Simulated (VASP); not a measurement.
Wanted: the native input for a VASP 6.6.1 run.

```yaml
Task: single point
Functional: PBEsol
Potentials_or_basis: VASP PAW PBE potentials, release 64 (Mo_sv, S)
Cutoff: 520 eV
k_mesh: 12 × 12 × 4
Occupations: methfessel-paxton, width 0.158 eV
Spin: no spin polarisation
Dipole_correction: no
Further_INCAR_settings: ALGO = Normal; EDIFF = 1e-06; NBANDS = 35
```

The structure of MoS2 lies in POSCAR:

```
MoS2
1.0
    2.9800865474      0.0000000000      0.0000000000
   -1.4900432737      2.5808306555      0.0000000000
    0.0000000000      0.0000000000     13.2995302436
Mo S
2 4
Direct
    0.3333333333      0.6666666667      0.2500000000
    0.6666666667      0.3333333333      0.7500000000
    0.3333333333      0.6666666667      0.6259932117
    0.6666666667      0.3333333333      0.1259932117
    0.3333333333      0.6666666667      0.8740067883
    0.6666666667      0.3333333333      0.3740067883
```

This cell differs from its parent crystal: volume 17.048 Å^3 an atom, c/a of the conventional cell 4.4628.

The input as run:

INCAR

```
SYSTEM = MoS2
ALGO = Normal
EDIFF = 1E-6
ENCUT = 520
GGA = PS
ISIF = 2
ISMEAR = 1
LASPH = .True.
LCHARG = .True.
LELF = .True.
LREAL = .False.
LVHAR = .True.
LWAVE = .False.
NBANDS = 35
NELM = 60
PREC = Accurate
SIGMA = 0.158
```

KPOINTS

```
k-points
0
Gamma
  12 12 4
  0 0 0
```

Potentials or basis: VASP PAW PBE potentials, release 64 (Mo_sv, S).

The run is started by

```console
$ cat potpaw_PBE.64/Mo_sv/POTCAR potpaw_PBE.64/S/POTCAR > POTCAR
$ mpirun -np 1 vasp_std > vasp.out
```

Results of the run:

* Pressure: 7.5 GPa
* Largest force: 0.563 eV/Å
* Band gap on the k mesh: 1.09 eV, indirect (least direct gap 1.84 eV)

Caveat: the PAW data sets were made with another functional, which shifts forces and pressure a little; this functional lacks dispersion, which binds the layers, so the pressure and a relaxed spacing across them are unreliable.

Wall time 2.5 min on 1 thread of Intel(R) Xeon(R) Platinum 8259CL CPU @ 2.50GHz (Skylake/Cascade Lake), on a shared host, peak memory 0.32 GiB.
